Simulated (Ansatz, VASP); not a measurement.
**TiAl: VASP beside Ansatz**

The input INCAR:

```
  ALGO = Normal
  EDIFF = 1E-6
  ENCUT = 500
  GGA_COMPAT = False
  ISIF = 2
  ISMEAR = 0
  LASPH = True
  LCHARG = False
  LREAL = False
  LWAVE = False
  NBANDS = 14
  NELM = 120
  PREC = Accurate
  SIGMA = 0.1
```

KPOINTS

```
k-points
0
Gamma
  9 9 4
```

File POSCAR:

```
TiAl
1.0
    2.8672622327      0.0000000000      0.0000000000
   -1.4336311163      2.4831219328      0.0000000000
    0.0000000000      0.0000000000      4.6780830000
Ti Al
1 1
Direct
    0.0000000000      0.0000000000      0.0000000000
    0.3333333300      0.6666666700      0.5000000000
```

Input for Ansatz:

```yaml
crystal:
  lattice:
    - [2.8672622327, 0.0, 0.0]
    - [-1.4336311163, 2.4831219328, 0.0]
    - [0.0, 0.0, 4.678083]
  atoms:
    - { symbol: Ti, position: [0.0, 0.0, 0.0] }
    - { symbol: Al, position: [0.33333333, 0.66666667, 0.5] }
basis:
  ecutwfc: 520.0
kpoints:
  mp_grid: { grid: [9, 9, 4] }
hamiltonian:
  xc: lda
  pseudopotentials: { kind: paw, azcp: { folder: soft_1 } }
scf:
  occupations: { method: gaussian, width: 0.1 }
output:
  forces: true
  stress: true
  eigenvalues: true
```

Alike in both runs: task single point; functional LDA; k mesh 9 × 9 × 4; occupations gaussian, width 0.1 eV; no spin polarisation.

|  | VASP | Ansatz |
| --- | --- | --- |
| version | VASP 6.6.1 | Ansatz 0.2.0 |
| potentials or method | VASP PAW LDA potentials, release 64 (Ti_sv, Al), cutoff 500 eV | scalar-relativistic, plane waves, PAW |
| valence electrons in the cell | 15 | 15 |

VASP gave:

| Property | Result |
| --- | --- |
| gap on the k mesh at the Fermi level (eV) | none |
| pressure (GPa) | -6.0 |
| traceless stress, the component that is largest in VASP (GPa) | -0.24 |

**Question.** What did Ansatz give for the same quantities?

**Answer.** gap on the k mesh at the Fermi level (eV): none; pressure (GPa): -6.1; traceless stress, the component that is largest in VASP (GPa): -0.33.

Ansatz warns that its potentials were made for another functional, while VASP's fit it. LDA's correlation is that of Perdew and Zunger in VASP and of Perdew and Wang (1992) in Ansatz. A gap of «none» marks a metal or a gap that the smearing closes.
